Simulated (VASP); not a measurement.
Input of a VASP 6.6.1 run:

File POSCAR:

```
Ag
1.0
    2.9621883290      0.0000000000      0.0000000000
   -1.4810941645      2.5653303437      0.0000000000
    0.0000000000      0.0000000000      9.6526691515
Ag
4
Direct
    0.3333333333      0.6666666667      0.2500000000
    0.6666666667      0.3333333333      0.7500000000
    0.0000000000      0.0000000000      0.0000000000
    0.0000000000      0.0000000000      0.5000000000
```

File INCAR.step1:

```
ALGO = Normal
EDIFF = 1E-4
ENCUT = 520
GGA = PE
ISMEAR = 0
LASPH = T
LCHARG = F
LREAL = F
LWAVE = T
NBANDS = 30
NELM = 60
PREC = Accurate
SIGMA = 0.1
```

Contents of INCAR.step2:

```
ALGO = Normal
EDIFF = 1E-6
ENCUT = 520
ISIF = 2
ISMEAR = 0
ISTART = 1
LASPH = T
LCHARG = F
LMIXTAU = T
LREAL = F
LWAVE = F
METAGGA = R2SCAN
NBANDS = 30
NELM = 60
PREC = Accurate
SIGMA = 0.1
```

File KPOINTS:

```
k-points
0
Gamma
  18 18 4
```

Potentials or basis: VASP PAW PBE potentials, release 64 (Ag).

The run is started by

```bash
$ cat potpaw_PBE.64/Ag/POTCAR > POTCAR
$ cp INCAR.step1 INCAR
$ mpirun -np 1 vasp_std > vasp.out
$ cp INCAR.step2 INCAR
$ mpirun -np 1 vasp_std > vasp.out
```

Q: What does it give for the band gap on the k mesh?

A: Zero (bands 22 and 23 overlap by 6.71 eV).

Q: Predict the pressure.

A: -5.0 GPa.

Caveat: the cell stands under tension; the PAW data sets were made with another functional, which shifts forces and pressure a little.
